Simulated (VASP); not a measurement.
# HfB (P-3m1) in VASP: relaxation of cell and atoms with PBE

Aim: the relaxation of cell and atoms of HfB with PBE.

All numbers are computed with VASP 6.6.1; they aren't measurements. Logs are shortened: lines on timing, memory, paths and dates and some standing lists are left out, and cuts for length are marked.

## (1) The cell of the first run

The structure is trigonal, space group P-3m1 (No. 164). The conventional cell has a = 3.422 Å, b = 3.422 Å, c = 13.919 Å, α = 90.00°, β = 90.00°, γ = 120.00°. Within 3.2 Å of Hf (site symmetry 3m) lie 6 B at 2.42 Å. Within 3.2 Å of Hf (site symmetry 3m) lie 6 B at 2.42 Å. Within 3.2 Å of Hf (site symmetry -3m) lie 6 B at 2.42 Å. Within 3.2 Å of B (site symmetry -3m) lie 6 Hf at 2.42 Å and 2 B at 2.78 Å. B (site symmetry 3m) has 6 Hf at 2.42 Å and 1 B at 2.78 Å within 3.2 Å. Within 3.2 Å of B (site symmetry 3m) lie 6 Hf at 2.42 Å.

## (2) Relaxation of cell and atoms, PBE

INCAR

```
SYSTEM = HfB
PREC = Accurate
ENCUT = 600
EDIFF = 1E-6
ISMEAR = 0
SIGMA = 0.1
LREAL = .FALSE.
LASPH = .TRUE.
NELM = 100
ALGO = Normal
ISIF = 3
LWAVE = .FALSE.
LCHARG = .FALSE.
GGA = PE
IBRION = 2
NSW = 65
EDIFFG = -0.01
```

KPOINTS

```
Automatic mesh
0
G
  12 12 3
  0 0 0
```

POSCAR

```
HfB
1.0
    3.4223056964      0.0000000000      0.0000000000
   -1.7111528482      2.9638036726      0.0000000000
    0.0000000000      0.0000000000     13.9191714197
Hf B
5 5
Direct
    0.0000000000      0.0000000000      0.0000000000
    0.3333333333      0.6666666667      0.2000000000
    0.0000000000      0.0000000000      0.4000000000
    0.6666666667      0.3333333333      0.6000000000
    0.3333333333      0.6666666667      0.8000000000
    0.6666666667      0.3333333333      0.1000000000
    0.6666666667      0.3333333333      0.3000000000
    0.3333333333      0.6666666667      0.5000000000
    0.0000000000      0.0000000000      0.7000000000
    0.6666666667      0.3333333333      0.9000000000
```

Potentials or basis: VASP PAW PBE potentials, release 64 (Hf_pv, B).

Launch:

```bash
cat potpaw_PBE.64/Hf_pv/POTCAR potpaw_PBE.64/B/POTCAR > POTCAR
mpirun -np 1 vasp_std > vasp.out
```

OUTCAR:

```text
SYSTEM = HfB
   PREC = Accurate
   ENCUT = 600
   EDIFF = 1E-6
   ISMEAR = 0
   LREAL = .FALSE.
   LASPH = .TRUE.
   NELM = 100
   ISIF = 3
   GGA = PE
   IBRION = 2
   NSW = 65
   EDIFFG = -0.01

 ion  position               nearest neighbor table
   1  0.000  0.000  0.000-   6 2.42  10 2.42   6 2.42  10 2.42   6 2.42  10 2.42   2 3.41   5 3.41
                             2 3.41   5 3.41   2 3.41   5 3.41
   2  0.333  0.667  0.200-   7 2.42   6 2.42   7 2.42   6 2.42   7 2.42   6 2.42   3 3.41   1 3.41
                             3 3.41   1 3.41   3 3.41   1 3.41
   3  0.000  0.000  0.400-   7 2.42   8 2.42   7 2.42   8 2.42   7 2.42   8 2.42   2 3.41   4 3.41
                             2 3.41   4 3.41   2 3.41   4 3.41
   4  0.667  0.333  0.600-   8 2.42   9 2.42   8 2.42   9 2.42   9 2.42   8 2.42   5 3.41   3 3.41
                             5 3.41   3 3.41   3 3.41   5 3.41
   5  0.333  0.667  0.800-   9 2.42  10 2.42  10 2.42   9 2.42   9 2.42  10 2.42   4 3.41   1 3.41
                             4 3.41   1 3.41   1 3.41   4 3.41
   6  0.667  0.333  0.100-   2 2.42   1 2.42   2 2.42   1 2.42   1 2.42   2 2.42
   7  0.667  0.333  0.300-   2 2.42   3 2.42   2 2.42   3 2.42   3 2.42   2 2.42
   8  0.333  0.667  0.500-   3 2.42   4 2.42   4 2.42   3 2.42   3 2.42   4 2.42
   9  0.000  0.000  0.700-   5 2.42   4 2.42   5 2.42   4 2.42   5 2.42   4 2.42
  10  0.667  0.333  0.900-   5 2.42   1 2.42   5 2.42   1 2.42   1 2.42   5 2.42

  LATTYP: Found a hexagonal cell.
 ALAT       =     3.4223056964
 C/A-ratio  =     4.0671911438

  Lattice vectors:

 A1 = (   3.4223056964,   0.0000000000,   0.0000000000)
 A2 = (  -1.7111528482,   2.9638036726,   0.0000000000)
 A3 = (   0.0000000000,   0.0000000000,  13.9191714197)

Analysis of symmetry for initial positions (statically):
=====================================================================
 Subroutine PRICEL returns:
 Original cell was already a primitive cell.

 Routine SETGRP: Setting up the symmetry group for a
 hexagonal supercell.

 Subroutine GETGRP returns: Found 12 space group operations
 (whereof  6 operations were pure point group operations)
 out of a pool of 24 trial point group operations.

The static configuration has the point symmetry C_3v.
 The point group associated with its full space group is D_3d.

Analysis of symmetry for dynamics (positions and initial velocities):
=====================================================================
 Subroutine PRICEL returns:
 Original cell was already a primitive cell.

 Routine SETGRP: Setting up the symmetry group for a
 hexagonal supercell.

 Subroutine GETGRP returns: Found 12 space group operations
 (whereof  6 operations were pure point group operations)
 out of a pool of 24 trial point group operations.

The dynamic configuration has the point symmetry C_3v.
 The point group associated with its full space group is D_3d.

 Subroutine INISYM returns: Found 12 space group operations
 (whereof  6 operations are pure point group operations),
 and found     1 'primitive' translations

----------------------------------------------------------------------------------------

                                     Primitive cell

  volume of cell :     141.1827

  direct lattice vectors                    reciprocal lattice vectors
     3.422305696  0.000000000  0.000000000     0.292200665  0.168702133  0.000000000
    -1.711152848  2.963803673  0.000000000     0.000000000  0.337404265  0.000000000
     0.000000000  0.000000000 13.919171420     0.000000000  0.000000000  0.071843357

  length of vectors
     3.422305696  3.422305696 13.919171420     0.337404265  0.337404265  0.071843357

  position of ions in fractional coordinates (direct lattice)
     0.000000000  0.000000000  0.000000000
     0.333333333  0.666666667  0.200000000
     0.000000000  0.000000000  0.400000000
     0.666666667  0.333333333  0.600000000
     0.333333333  0.666666667  0.800000000
     0.666666667  0.333333333  0.100000000
     0.666666667  0.333333333  0.300000000
     0.333333333  0.666666667  0.500000000
     0.000000000  0.000000000  0.700000000
     0.666666667  0.333333333  0.900000000

  ion indices of the primitive-cell ions
   primitive index   ion index
                 1           1
                 2           2
                 3           3
                 4           4
                 5           5
                 6           6
                 7           7
                 8           8
                 9           9
                10          10

----------------------------------------------------------------------------------------

 KPOINTS: Automatic mesh

Automatic generation of k-mesh.
 Grid dimensions read from file:
 generate k-points for:   12   12    3

 Generating k-lattice:

  Cartesian coordinates                     Fractional coordinates (reciprocal lattice)
     0.024350055  0.014058511  0.000000000     0.083333333  0.000000000  0.000000000
     0.000000000  0.028117022  0.000000000     0.000000000  0.083333333  0.000000000
     0.000000000  0.000000000  0.023947786     0.000000000  0.000000000  0.333333333

  Length of vectors
     0.028117022  0.028117022  0.023947786

  Shift w.r.t. Gamma in fractional coordinates (k-lattice)
     0.000000000  0.000000000  0.000000000

 Subroutine IBZKPT returns following result:
 ===========================================

 Found     50 irreducible k-points:

 Following reciprocal coordinates:
            Coordinates               Weight
  0.000000  0.000000  0.000000      1.000000
  0.083333  0.000000  0.000000      6.000000
  0.166667  0.000000  0.000000      6.000000
  0.250000  0.000000  0.000000      6.000000
  0.333333  0.000000  0.000000      6.000000
  0.416667  0.000000  0.000000      6.000000
[... 16 lines left out ...]
  0.166667  0.000000  0.333333      6.000000
  0.000000  0.166667  0.333333      6.000000
 [... further k-points ...]
   k-points           NKPTS =     50   k-points in BZ     NKDIM =     50   number of bands    NBANDS=     39
   number of dos      NEDOS =    301   number of ions     NIONS =     10
   total plane-waves  NPLWV =  87808
   dimension x,y,z NGX =    28 NGY =   28 NGZ =  112
   dimension x,y,z NGXF=    56 NGYF=   56 NGZF=  224
   ions per type =               5   5
   NGX,Y,Z   is equivalent  to a cutoff of  13.60, 13.60, 13.38 a.u.
   NGXF,Y,Z  is equivalent  to a cutoff of  27.20, 27.20, 26.75 a.u.
 SYSTEM =  HfB
   PREC   = accura    normal or accurate (medium, high low for compatibility)
   ISTART =      0    job   : 0-new  1-cont  2-samecut
   ICHARG =      2    charge: 1-file 2-atom 10-const
   ISPIN  =      1    spin polarized calculation?
   LNONCOLLINEAR =      F non collinear calculations
   LSORBIT =      F    spin-orbit coupling
   LASPH  =      T    aspherical Exc in radial PAW
   ENCUT  =  600.0 eV  44.10 Ry    6.64 a.u.   6.84  6.84 27.80*2*pi/ulx,y,z
   NELM   =    100;   NELMIN=  2; NELMDL= -5     # of ELM steps
   EDIFF  = 0.1E-05   stopping-criterion for ELM
   LREAL  =      F    real-space projection
   EDIFFG = -.1E-01   stopping-criterion for IOM
   NSW    =     65    number of steps for IOM
   IBRION =      2    ionic relax: 0-MD 1-quasi-New 2-CG
   NFREE  =      1    steps in history (QN), initial steepest desc. (CG)
   ISIF   =      3    stress and relaxation
   ISYM   =      2    0-nonsym 1-usesym 2-fastsym
   POTIM  = 0.5000    time-step for ionic-motion
   TEBEG  =    0.0;   TEEND  =   0.0 temperature during run
   PSTRESS=    0.0 pullay stress
   NELECT =      65.0000    total number of electrons
   NUPDOWN=      -1.0000    fix difference up-down
   EMIN   =  10.00;   EMAX   =-10.00  energy-range for DOS
   EFERMI =   0.00;   METHOD = LEGACY
   ISMEAR =     0;   SIGMA  =   0.10  broadening in eV -4-tet -1-fermi 0-gaus
   EFERMI_NEDOS =   21; number of points for ismear=-14 and -15
   IALGO  =     38    algorithm
   IMIX   =      4    mixing-type and parameters
     AMIX     =   0.40;   BMIX     =  1.00
     AMIX_MAG =   1.60;   BMIX_MAG =  1.00
  volume/ion in A,a.u.               =      14.12        95.27
  Fermi-wavevector in a.u.,A,eV,Ry     =   1.264112  2.388825 21.741812  1.597978
  Thomas-Fermi vector in A             =   2.397434
   LORBIT       =      0    0 simple, 1 ext, 2 COOP (PROOUT), +10 PAW based schemes
   GGA     = PE    functional components
   LHFCALC =     F    Hartree Fock is set to
   AEXX    =    0.0000 exact exchange contribution
   IVDW    =     0    specifies the selected vdW correction
   LEPSILON=     F    determine dielectric tensor
   LRPA    =     F    only Hartree local field effects (RPA)
 conjugate gradient relaxation of ions
 non-spin polarized calculation
 Gauss-broadening in eV      SIGMA  =   0.10
  energy-cutoff  :      600.00
  volume of cell :      141.18
 maximum number of plane-waves:      4742
   NGX = 13   NGY = 13   NGZ = 55

--------------------------------------- Ionic step        1  -------------------------------------------

 number of electron      65.0000001 magnetization

 Free energy of the ion-electron system (eV)
  ---------------------------------------------------
  ext. energy  EPLUGINS =         0.00000000
  ---------------------------------------------------
  free energy    TOTEN  =       -87.39933624 eV

  energy without entropy =      -87.37652464  energy(sigma->0) =      -87.38793044

------------------------ aborting loop because EDIFF is reached ----------------------------------------

  FORCE on cell =-STRESS in cart. coord.  units (eV):
  Direction    XX          YY          ZZ          XY          YZ          ZX
  --------------------------------------------------------------------------------------
  -------------------------------------------------------------------------------------
  Total        1.1915364      1.1915364     -2.7503265      0.0000000      0.0000000     -0.0000000
  in kB       13.5218555     13.5218555    -31.2113977      0.0000000      0.0000000     -0.0000000
  external PRESSURE =      -1.3892289 kB  Pullay stress =       0.0000000 kB
[... 113 lines left out ...]
  FREE ENERGIE OF THE ION-ELECTRON SYSTEM (eV)
  ---------------------------------------------------
  free  energy   TOTEN  =       -87.4740548244 eV

  energy  without entropy=      -87.4479026356  energy(sigma->0) =      -87.46097873

[... ionic steps 4 to 10 ...]

--------------------------------------- Ionic step       11  -------------------------------------------

 number of electron      65.0000000 magnetization

------------------------ aborting loop because EDIFF is reached ----------------------------------------
[... 83 lines left out ...]
--------------------------------------- Ionic step       13  -------------------------------------------

 number of electron      65.0000000 magnetization

 Free energy of the ion-electron system (eV)
  ---------------------------------------------------
  ext. energy  EPLUGINS =         0.00000000
  ---------------------------------------------------
  free energy    TOTEN  =       -87.49439527 eV

  energy without entropy =      -87.46801968  energy(sigma->0) =      -87.48120748

 E-fermi :   4.3550     XC(G=0): -11.6640

 val. band max:        4.3450492951   @ k =   0.2500   0.1667   0.3333
 cond. band min:       4.3604485359   @ k =  -0.0833   0.2500   0.3333
 fundamental gap:      0.0153992409
 Fermi energy:         4.3549988931

 k-point     1 :       0.0000    0.0000    0.0000
  band No.  band energies     occupation
      1     -25.1243      2.00000
      2     -25.1144      2.00000
      3     -24.8673      2.00000
      4     -24.8473      2.00000
      5     -24.8473      2.00000
      6     -24.8335      2.00000
[... 997 lines left out ...]
     38       7.1608      0.00000
     39       7.6486      0.00000

 [... further k-points ...]
[... 5 lines left out ...]
  --------------------------------------------------------------------------------------
  -------------------------------------------------------------------------------------
  Total       -0.0081514     -0.0081514      0.0098030      0.0000000      0.0000000      0.0000000
  in kB       -0.0924947     -0.0924947      0.1112362      0.0000000      0.0000000      0.0000000
  external PRESSURE =      -0.0245844 kB  Pullay stress =       0.0000000 kB
[... 25 lines left out ...]
  FREE ENERGIE OF THE ION-ELECTRON SYSTEM (eV)
  ---------------------------------------------------
  free  energy   TOTEN  =       -87.4943952723 eV

  energy  without entropy=      -87.4680196794  energy(sigma->0) =      -87.48120748

 reached required accuracy - stopping structural energy minimisation
```

Run time: 38 min. Hardware: 1 thread of Intel Xeon Platinum 8375C at 2.90GHz (Ice Lake), shared host; peak memory 0.48 GiB.

Results:

* Free energy: -87.4944 eV
* Energy gained by relaxing: 9.5 meV/atom
* Ionic steps: 13
* Pressure after relaxing: 0.0 GPa
* Largest force after relaxing: 0.008 eV/Å
* Band gap on the k mesh: zero (an odd number of electrons rules out a gap without spin polarisation)

Forces on the atoms (eV/Å):
```
Hf   0.000  0.000 -0.001
Hf   0.000  0.000  0.001
Hf   0.000  0.000 -0.008
Hf   0.000  0.000  0.000
Hf   0.000  0.000  0.008
B    0.000  0.000  0.000
B    0.000  0.000  0.007
B    0.000  0.000  0.000
B    0.000  0.000  0.000
B    0.000  0.000 -0.007
```

Step by step:
| step | energy change (eV) | largest force (eV/Å) | pressure (GPa) | volume (Å³) |
| --- | --- | --- | --- | --- |
| 1 | 0.0000 | 0.3051 | -0.14 | 141.18 |
| 2 | -0.0518 | 0.2328 | 0.22 | 140.92 |
| 3 | -0.0747 | 0.2981 | 0.78 | 140.54 |
| 4 | -0.0823 | 0.1590 | -1.27 | 142.21 |
| 5 | -0.0830 | 0.1899 | -0.82 | 141.83 |
| 6 | -0.0914 | 0.0994 | -0.23 | 141.35 |
| 7 | -0.0922 | 0.1198 | 0.03 | 141.15 |
| 8 | -0.0943 | 0.0428 | 0.10 | 141.11 |
| 9 | -0.0947 | 0.0432 | 0.15 | 141.07 |
| 10 | -0.0947 | 0.0417 | 0.15 | 141.08 |
| 11 | -0.0948 | 0.0203 | -0.25 | 141.40 |
| 12 | -0.0949 | 0.0280 | -0.12 | 141.29 |
| 13 | -0.0951 | 0.0077 | 0.00 | 141.20 |

Final structure:
```
CELL_PARAMETERS angstrom
3.47296 0.00000 0.00000
-1.73648 3.00767 0.00000
0.00000 0.00000 13.51745
ATOMIC_POSITIONS crystal
Hf 0.00000 0.00000 0.00302
Hf 0.33333 0.66667 0.19698
Hf 0.00000 0.00000 0.39639
Hf 0.66667 0.33333 0.60000
Hf 0.33333 0.66667 0.80361
B 0.66667 0.33333 0.10000
B 0.66667 0.33333 0.29450
B 0.33333 0.66667 0.49732
B 0.00000 0.00000 0.70268
B 0.66667 0.33333 0.90550
```

Levels at points of the mesh, in eV from the Fermi level:
```csv
k point,band 30,band 31,band 32,band 33,band 34,band 35,band 36,band 37
"(0.00, 0.00, 0.00)",0.07,0.11,0.11,2.01,2.01,2.26,2.27,2.27
"(0.50, 0.00, 0.00)",-0.98,-0.89,-0.67,0.22,0.27,1.51,2.29,2.60
```

Caveat: spin-orbit coupling is left out, which moves the levels of the heavy elements; an odd number of electrons without spin polarisation forces a metal; a magnetic or distorted state may lie lower.
